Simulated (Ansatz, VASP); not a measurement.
# One calculation of SnO2, two programs

The input POSCAR:

```
SnO2
1.0
    4.7599378643      0.0000000000      0.0000000000
    0.0000000000      4.7599378643      0.0000000000
    0.0000000000      0.0000000000      3.2007107588
Sn O
2 4
Direct
    0.5000000000      0.5000000000      0.5000000000
    0.0000000000      0.0000000000      0.0000000000
    0.3059102917      0.3059102917      0.0000000000
    0.8059102917      0.1940897083      0.5000000000
    0.1940897083      0.8059102917      0.5000000000
    0.6940897083      0.6940897083      0.0000000000
```

Contents of INCAR.step1:

```
SYSTEM = SnO2
PREC = Accurate ; ENCUT = 520
ISMEAR = 0 ; SIGMA = 0.02
LREAL = .FALSE. ; LASPH = .TRUE.
NELM = 80 ; NBANDS = 35
GGA = PE ; ALGO = Normal
EDIFF = 1E-4 ; LWAVE = .TRUE.
LCHARG = .FALSE.
```

The input INCAR.step2:

```
SYSTEM = SnO2
PREC = Accurate ; ENCUT = 520
EDIFF = 1E-6 ; ISMEAR = 0
SIGMA = 0.02 ; LREAL = .FALSE.
LASPH = .TRUE. ; NELM = 80
ALGO = Normal ; ISIF = 2
LWAVE = .FALSE. ; LCHARG = .TRUE.
METAGGA = R2SCAN ; LMIXTAU = .TRUE.
LELF = .TRUE. ; LVHAR = .TRUE.
NBANDS = 35 ; ISTART = 1
```

KPOINTS

```
regular mesh
0
G
  6 6 8
  0 0 0
```

Input for Ansatz:

```yaml
crystal:
  lattice:
    - [4.7599378643, 0.0, 0.0]
    - [0.0, 4.7599378643, 0.0]
    - [0.0, 0.0, 3.2007107588]
  atoms:
    - { symbol: Sn, position: [0.5, 0.5, 0.5] }
    - { symbol: Sn, position: [0.0, 0.0, 0.0] }
    - { symbol: O, position: [0.3059102917, 0.3059102917, 0.0] }
    - { symbol: O, position: [0.8059102917, 0.1940897083, 0.5] }
    - { symbol: O, position: [0.1940897083, 0.8059102917, 0.5] }
    - { symbol: O, position: [0.6940897083, 0.6940897083, 0.0] }
basis:
  ecutwfc: 500
kpoints:
  mp_grid: { grid: [6, 6, 8] }
hamiltonian:
  xc: r2scan
scf:
  occupations: { method: gaussian, width: 0.02 }
output:
  forces: true
  stress: true
  eigenvalues: true
```

Alike in both runs: task single point; functional r2SCAN; k mesh 6 × 6 × 8; occupations gaussian, width 0.02 eV; no spin polarisation.

|  | VASP | Ansatz |
| --- | --- | --- |
| version | VASP 6.6.1 | Ansatz 0.2.0 |
| potentials or method | VASP PAW PBE potentials, release 64 (Sn_d, O), cutoff 520 eV | scalar-relativistic, plane waves, PAW |
| valence electrons in the cell | 52 | 52 |

Ansatz gave:

```
gap on the k mesh at the Fermi level (eV)                     : 1.77
least direct gap on the mesh (eV)                             : 1.77
pressure (GPa)                                                : 0.0
traceless stress, the component that is largest in VASP (GPa) : 0.00
rms of the force components (eV/Å)                            : 0.000
```

Question: Which values does VASP return?

Answer: gap on the k mesh at the Fermi level (eV): 1.79; least direct gap on the mesh (eV): 1.79; pressure (GPa): 1.1; traceless stress, the component that is largest in VASP (GPa): 0.34; rms of the force components (eV/Å): 0.013.

VASP's potentials were made for PBE, not for r2SCAN. Atom by atom the forces differ by 0.013 eV/Å (rms over components). The functional is the same, so the differences come from potentials, cutoffs and numerics.
